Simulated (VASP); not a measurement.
YS:

```
Y S
1.0
     3.88011    0.00000    0.00000
     1.94005    3.36027    0.00000
     1.94005    1.12009    3.16809
Y S
1 1
Direct
  0.50000 0.50000 0.50000
  0.00000 0.00000 0.00000
```

| Item | Value |
| --- | --- |
| Program | VASP 6.6.1 |
| Task | relaxation of cell and atoms |
| Functional | LDA |
| Potentials or basis | VASP PAW LDA potentials, release 64 (Y_sv, S) |
| Cutoff | 600 eV |
| k mesh | 8 × 8 × 8 |
| Occupations | methfessel-paxton, width 0.05 eV |
| Spin | no spin polarisation |

At the start: pressure -3.7 GPa; volume 20.65 Å³/atom.

Q: Where does the relaxation end?

A: Over 3 steps the energy falls by 9.0 meV/atom and the volume is 19.91 Å³/atom (-3.6 %); space group Fm-3m (No. 225, to 0.1 Å) before and after.

Step by step:
| step | energy change (eV) | largest force (eV/Å) | pressure (GPa) | volume (Å³) |
| --- | --- | --- | --- | --- |
| 1 | 0.0000 | 0.0000 | -3.74 | 41.31 |
| 2 | -0.0019 | 0.0000 | 4.01 | 38.49 |
| 3 | -0.0180 | 0.0000 | -0.02 | 39.82 |

Final structure:
```
Y S
1.0
     3.83313    0.00000    0.00000
     1.91656    3.31958    0.00000
     1.91656    1.10653    3.12973
Y S
1 1
Direct
  0.50000 0.50000 0.50000
  0.00000 0.00000 0.00000
```
